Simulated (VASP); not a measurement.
# Nb (Fm-3m) in VASP: further runs, part 2 of 3

VASP 6.6.1.

## Step 3: Single point, PBE

This run uses another cell than the first one, of 16.31 Å³/atom.

INCAR reads:

```
SYSTEM = Nb
ALGO = Normal
EDIFF = 1E-6
ENCUT = 500
GGA = PE
GGA_COMPAT = .False.
ISIF = 2
ISMEAR = -1
LASPH = .True.
LCHARG = .False.
LREAL = .False.
LWAVE = .False.
NBANDS = 12
NELM = 120
PREC = Accurate
SIGMA = 0.05
```

KPOINTS reads:

```
k-points
0
Gamma
  9 9 9
  0 0 0
```

POSCAR reads:

```
Nb
1.0
    0.0000000000      2.0128765180      2.0128765180
    2.0128765180      0.0000000000      2.0128765180
    2.0128765180      2.0128765180      0.0000000000
Nb
1
Direct
    0.0000000000      0.0000000000      0.0000000000
```

Potentials or basis: VASP PAW PBE potentials, release 64 (Nb_sv).

Command:

```
cat potpaw_PBE.64/Nb_sv/POTCAR > POTCAR
mpirun -np 1 vasp_std > vasp.out
```

OUTCAR:

```text
SYSTEM = Nb
   EDIFF = 1E-6
   ENCUT = 500
   GGA = PE
   ISIF = 2
   ISMEAR = -1
   LASPH = .True.
   LREAL = .False.
   NELM = 120
   PREC = Accurate

 ion  position               nearest neighbor table
   1  0.000  0.000  0.000-

  LATTYP: Found a face centered cubic cell.
 ALAT       =     4.0257530360

  Lattice vectors:

 A1 = (   0.0000000000,   2.0128765180,   2.0128765180)
 A2 = (   2.0128765180,   0.0000000000,   2.0128765180)
 A3 = (   2.0128765180,   2.0128765180,   0.0000000000)

Analysis of symmetry for initial positions (statically):
=====================================================================
 Subroutine PRICEL returns:
 Original cell was already a primitive cell.

 Routine SETGRP: Setting up the symmetry group for a
 face centered cubic supercell.

 Subroutine GETGRP returns: Found 48 space group operations
 (whereof 48 operations were pure point group operations)
 out of a pool of 48 trial point group operations.

The static configuration has the point symmetry O_h .

Analysis of symmetry for dynamics (positions and initial velocities):
=====================================================================
 Subroutine PRICEL returns:
 Original cell was already a primitive cell.

 Routine SETGRP: Setting up the symmetry group for a
 face centered cubic supercell.

 Subroutine GETGRP returns: Found 48 space group operations
 (whereof 48 operations were pure point group operations)
 out of a pool of 48 trial point group operations.

The dynamic configuration has the point symmetry O_h .

 Subroutine INISYM returns: Found 48 space group operations
 (whereof 48 operations are pure point group operations),
 and found     1 'primitive' translations

----------------------------------------------------------------------------------------

                                     Primitive cell

  volume of cell :      16.3110

  direct lattice vectors                    reciprocal lattice vectors
     0.000000000  2.012876518  2.012876518    -0.248400732  0.248400732  0.248400732
     2.012876518  0.000000000  2.012876518     0.248400732 -0.248400732  0.248400732
     2.012876518  2.012876518  0.000000000     0.248400732  0.248400732 -0.248400732

  length of vectors
     2.846637271  2.846637271  2.846637271     0.430242688  0.430242688  0.430242688

  position of ions in fractional coordinates (direct lattice)
     0.000000000  0.000000000  0.000000000

  ion indices of the primitive-cell ions
   primitive index   ion index
                 1           1

----------------------------------------------------------------------------------------

 KPOINTS: k-points

Automatic generation of k-mesh.
 Grid dimensions read from file:
 generate k-points for:    9    9    9

 Generating k-lattice:

  Cartesian coordinates                     Fractional coordinates (reciprocal lattice)
    -0.027600081  0.027600081  0.027600081     0.111111111  0.000000000  0.000000000
     0.027600081 -0.027600081  0.027600081     0.000000000  0.111111111  0.000000000
     0.027600081  0.027600081 -0.027600081     0.000000000  0.000000000  0.111111111

  Length of vectors
     0.047804743  0.047804743  0.047804743

  Shift w.r.t. Gamma in fractional coordinates (k-lattice)
     0.000000000  0.000000000  0.000000000

 Subroutine IBZKPT returns following result:
 ===========================================

 Found     35 irreducible k-points:

 Following reciprocal coordinates:
            Coordinates               Weight
  0.000000  0.000000  0.000000      1.000000
  0.111111  0.000000  0.000000      8.000000
  0.222222  0.000000  0.000000      8.000000
  0.333333  0.000000  0.000000      8.000000
  0.444444  0.000000  0.000000      8.000000
  0.111111  0.111111  0.000000      6.000000
[... 16 lines left out ...]
 -0.333333  0.333333  0.000000     12.000000
  0.444444  0.444444  0.000000      6.000000
 [... further k-points ...]
   k-points           NKPTS =     35   k-points in BZ     NKDIM =     35   number of bands    NBANDS=     12
   number of dos      NEDOS =    301   number of ions     NIONS =      1
   total plane-waves  NPLWV =  13824
   dimension x,y,z NGX =    24 NGY =   24 NGZ =   24
   dimension x,y,z NGXF=    48 NGYF=   48 NGZF=   48
   ions per type =               1
   NGX,Y,Z   is equivalent  to a cutoff of  14.02, 14.02, 14.02 a.u.
   NGXF,Y,Z  is equivalent  to a cutoff of  28.03, 28.03, 28.03 a.u.
 SYSTEM =  Nb
   PREC   = accura    normal or accurate (medium, high low for compatibility)
   ISTART =      0    job   : 0-new  1-cont  2-samecut
   ICHARG =      2    charge: 1-file 2-atom 10-const
   ISPIN  =      1    spin polarized calculation?
   LNONCOLLINEAR =      F non collinear calculations
   LSORBIT =      F    spin-orbit coupling
   LASPH  =      T    aspherical Exc in radial PAW
   ENCUT  =  500.0 eV  36.75 Ry    6.06 a.u.   5.19  5.19  5.19*2*pi/ulx,y,z
   NELM   =    120;   NELMIN=  2; NELMDL= -5     # of ELM steps
   EDIFF  = 0.1E-05   stopping-criterion for ELM
   LREAL  =      F    real-space projection
   EDIFFG = 0.1E-04   stopping-criterion for IOM
   NSW    =      0    number of steps for IOM
   IBRION =     -1    ionic relax: 0-MD 1-quasi-New 2-CG
   NFREE  =      0    steps in history (QN), initial steepest desc. (CG)
   ISIF   =      2    stress and relaxation
   ISYM   =      2    0-nonsym 1-usesym 2-fastsym
   POTIM  = 0.5000    time-step for ionic-motion
   TEBEG  =    0.0;   TEEND  =   0.0 temperature during run
   PSTRESS=    0.0 pullay stress
   NELECT =      13.0000    total number of electrons
   NUPDOWN=      -1.0000    fix difference up-down
   EMIN   =  10.00;   EMAX   =-10.00  energy-range for DOS
   EFERMI =   0.00;   METHOD = LEGACY
   ISMEAR =    -1;   SIGMA  =   0.05  broadening in eV -4-tet -1-fermi 0-gaus
   EFERMI_NEDOS =   21; number of points for ismear=-14 and -15
   IALGO  =     38    algorithm
   IMIX   =      4    mixing-type and parameters
     AMIX     =   0.40;   BMIX     =  1.00
     AMIX_MAG =   1.60;   BMIX_MAG =  1.00
  volume/ion in A,a.u.               =      16.31       110.07
  Fermi-wavevector in a.u.,A,eV,Ry     =   1.517850  2.868320 31.346030  2.303868
  Thomas-Fermi vector in A             =   2.627050
   LORBIT       =      0    0 simple, 1 ext, 2 COOP (PROOUT), +10 PAW based schemes
   GGA     = PE    functional components
   LHFCALC =     F    Hartree Fock is set to
   AEXX    =    0.0000 exact exchange contribution
   IVDW    =     0    specifies the selected vdW correction
   LEPSILON=     F    determine dielectric tensor
   LRPA    =     F    only Hartree local field effects (RPA)
 non-spin polarized calculation
  energy-cutoff  :      500.00
  volume of cell :       16.31
 maximum number of plane-waves:       432
 NGX is ok and might be reduce to    24
   NGX = 11   NGY = 11   NGZ = 11

 number of electron      13.0000001 magnetization

 Free energy of the ion-electron system (eV)
  ---------------------------------------------------
  ext. energy  EPLUGINS =         0.00000000
  ---------------------------------------------------
  free energy    TOTEN  =        -9.67568444 eV

  energy without entropy =       -9.65801506  energy(sigma->0) =       -9.66684975

 E-fermi :  13.0650     XC(G=0): -13.0231

 val. band max:       13.0500818165   @ k =  -0.4444   0.2222   0.1111
 cond. band min:      13.0821988419   @ k =  -0.3333   0.1111   0.0000
 fundamental gap:      0.0321170254
 Fermi energy:        13.0649838302

 k-point     1 :       0.0000    0.0000    0.0000
  band No.  band energies     occupation
      1     -41.6492      2.00000
      2     -16.7068      2.00000
      3     -16.7068      2.00000
      4     -16.7068      2.00000
      5       6.5223      2.00000
      6      13.0187      1.43243
      7      13.0187      1.43243
      8      13.0187      1.43243
      9      16.1635      0.00000
     10      16.1635      0.00000
     11      24.9746      0.00000
     12      30.3922      0.00000
[... 331 lines left out ...]
 k-point    24 :       0.4444    0.4444    0.0000
  band No.  band energies     occupation
      1     -41.2118      2.00000
      2     -18.3700      2.00000
      3     -17.3343      2.00000
      4     -17.3343      2.00000
      5       8.2610      2.00000
      6       9.0427      2.00000
      7      17.1246      0.00000
      8      18.4628      0.00000
      9      18.8268      0.00000
     10      18.8268      0.00000
     11      26.0740      0.00000
     12      26.0740      0.00000

 [... further k-points ...]

------------------------ aborting loop because EDIFF is reached ----------------------------------------

  FORCE on cell =-STRESS in cart. coord.  units (eV):
  Direction    XX          YY          ZZ          XY          YZ          ZX
  --------------------------------------------------------------------------------------
  -------------------------------------------------------------------------------------
  Total        3.0148034      3.0148034      3.0148034     -0.0000000      0.0000000     -0.0000000
  in kB      296.1339386    296.1339386    296.1339386     -0.0000000      0.0000000     -0.0000000
  external PRESSURE =     296.1339386 kB  Pullay stress =       0.0000000 kB

 VOLUME and BASIS-vectors are now :
 -----------------------------------------------------------------------------
  energy-cutoff  :      500.00
  volume of cell :       16.31
      direct lattice vectors                 reciprocal lattice vectors
     0.000000000  2.012876518  2.012876518    -0.248400732  0.248400732  0.248400732
     2.012876518  0.000000000  2.012876518     0.248400732 -0.248400732  0.248400732
     2.012876518  2.012876518  0.000000000     0.248400732  0.248400732 -0.248400732

 POSITION                                       TOTAL-FORCE (eV/Angst)
 -----------------------------------------------------------------------------------
      0.00000      0.00000      0.00000         0.000000      0.000000      0.000000
 -----------------------------------------------------------------------------------
    total drift:                                0.000000      0.000000     -0.000000

  FREE ENERGIE OF THE ION-ELECTRON SYSTEM (eV)
  ---------------------------------------------------
  free  energy   TOTEN  =        -9.6756844424 eV

  energy  without entropy=       -9.6580150585  energy(sigma->0) =       -9.66684975
```

OSZICAR:

```text
N       E                     dE             d eps       ncg     rms          rms(c)
DAV:   1     0.115727996458E+03    0.11573E+03   -0.72965E+03   840   0.107E+03
DAV:   2    -0.536314892914E+01   -0.12109E+03   -0.11683E+03   892   0.381E+02
DAV:   3    -0.975848938228E+01   -0.43953E+01   -0.40856E+01  1256   0.649E+01
DAV:   4    -0.999555398044E+01   -0.23706E+00   -0.23526E+00  1136   0.141E+01
DAV:   5    -0.100053389696E+02   -0.97850E-02   -0.97713E-02  1288   0.243E+00    0.812E+00
DAV:   6    -0.970018218270E+01    0.30516E+00   -0.49713E-01  1324   0.918E+00    0.305E+00
DAV:   7    -0.966880395610E+01    0.31378E-01   -0.17619E-01  1356   0.546E+00    0.972E-01
DAV:   8    -0.967560968213E+01   -0.68057E-02   -0.14242E-02   984   0.159E+00    0.409E-02
DAV:   9    -0.967567343766E+01   -0.63756E-04   -0.11264E-03  1376   0.312E-01    0.546E-02
DAV:  10    -0.967569300070E+01   -0.19563E-04   -0.30408E-05  1012   0.748E-02    0.266E-02
DAV:  11    -0.967568457860E+01    0.84221E-05   -0.14011E-05  1076   0.670E-02    0.549E-03
DAV:  12    -0.967568444244E+01    0.13616E-06   -0.50067E-07   632   0.667E-03
   1 F= -.96756844E+01 E0= -.96668498E+01  d E =-.176694E-01
```

stdout:

```text
POSCAR found type information on POSCAR Nb
 POSCAR found :  1 types and       1 ions
 scaLAPACK will be used
 LDA part: xc-table for (Slater+PW92), standard interpolation
 POSCAR, INCAR and KPOINTS ok, starting setup
 FFT: planning ... GRIDC
 FFT: planning ... GRID_SOFT
 FFT: planning ... GRID
 WAVECAR not read
 entering main loop
```

Run time: 6.4 s. Hardware: 1 thread of Intel Xeon 8259CL, shared host; peak memory 0.14 GiB.

What came out:

* Free energy: -9.6757 eV
* Pressure: 29.6 GPa
* Band gap on the k mesh: zero (an odd number of electrons rules out a gap without spin polarisation)

Levels at points of the mesh, in eV from the Fermi level:
```tsv
k point	band 3	band 4	band 5	band 6	band 7	band 8	band 9	band 10
(0.00, 0.00, 0.00)	-29.77	-29.77	-6.54	-0.05	-0.05	-0.05	3.10	3.10
```

Caveat: the cell stands under pressure.

[end of part 2 of 3]

The gap in the log of VASP goes by the Fermi energy; the results here count the filled bands.